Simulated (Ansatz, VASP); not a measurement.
As in VASP and in Ansatz

Contents of INCAR:

```
SYSTEM = As
PREC = Accurate
ENCUT = 520
EDIFF = 1E-7
ISMEAR = 0
SIGMA = 0.03
LREAL = .False.
LASPH = .True.
NELM = 100
ALGO = Normal
ISIF = 2
LWAVE = .False.
LCHARG = .False.
GGA = PE
NBANDS = 12
```

KPOINTS

```
Automatic mesh
0
Gamma
  9 9 9
  0 0 0
```

File POSCAR:

```
As
1.0
    1.8807968987      1.0858785957      3.5140619945
   -1.8807968987      1.0858785957      3.5140619945
    0.0000000000     -2.1717571915      3.5140619945
As
2
Direct
    0.2260000000      0.2260000000      0.2260000000
    0.7740000000      0.7740000000      0.7740000000
```

input.yaml

```yaml
crystal:
  lattice:
    - [1.8807968987, 1.0858785957, 3.5140619945]
    - [-1.8807968987, 1.0858785957, 3.5140619945]
    - [0.0, -2.1717571915, 3.5140619945]
  atoms:
    - { symbol: As, position: [0.226, 0.226, 0.226] }
    - { symbol: As, position: [0.774, 0.774, 0.774] }
hamiltonian:
  xc: pbe
  pseudopotentials: { kind: paw }
kpoints:
  mp_grid: { grid: [9, 9, 9] }
scf:
  occupations: { method: gaussian, width: 0.03 }
output:
  forces: true
  stress: true
  eigenvalues: true
```

Alike in both runs: task single point; functional PBE; k mesh 9 × 9 × 9; occupations gaussian, width 0.03 eV; no spin polarisation.

```csv
,VASP,Ansatz
version,VASP 6.6.1,Ansatz 0.2.0
potentials or method,"VASP PAW PBE potentials, release 64 (As)",Ansatz PAW
plane-wave cutoff (eV),520,420
valence electrons in the cell,10,30
```

Ansatz gave:

- gap on the k mesh at the Fermi level (eV): none
- pressure (GPa): 3.7
- traceless stress, the component that is largest in VASP (GPa): -0.31
- rms of the force components (eV/Å): 0.248

Question: Which values does VASP return?

Answer: gap on the k mesh at the Fermi level (eV): none; pressure (GPa): 4.0; traceless stress, the component that is largest in VASP (GPa): -0.41; rms of the force components (eV/Å): 0.284.

Atom by atom the forces differ by 0.035 eV/Å (rms over components). A gap of «none» marks a metal or a gap that the smearing closes. VASP's potentials hold 10 valence electrons a cell and Ansatz's 30, so a difference there can come from the potentials and not from the codes.
